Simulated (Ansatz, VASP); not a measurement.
One calculation of Nb, two programs

```xyz
1
Lattice="1.6549 -2.3405 -0.0207 1.6549 2.3405 -0.0207 -1.6246 0.0000 2.3605" Properties=species:S:1:pos:R:3 pbc="T T T"
Nb    0.0000    0.0000    0.0000
```

Alike in both runs: functional PBE; k mesh 24 × 24 × 24; occupations gaussian, width 0.1 eV; no spin polarisation.

Ansatz relaxed the structure, and its values are those at the end. VASP's run is a single point on that final structure, the one shown.

|  | VASP | Ansatz |
| --- | --- | --- |
| version | VASP 6.6.1 | Ansatz 0.2.0 |
| potentials or method | VASP PAW PBE potentials, release 64 (Nb_sv), cutoff 520 eV | scalar-relativistic, plane waves, PAW |
| valence electrons in the cell | 13 | 13 |

```tsv
	VASP	Ansatz	Ansatz less VASP
gap on the k mesh at the Fermi level (eV)	none	none	-
pressure (GPa)	-0.3	0.0	+0.32
```

A gap of «none» marks a metal or a gap that the smearing closes. With one functional, cell and mesh, what is left measures potentials, basis and numerics.
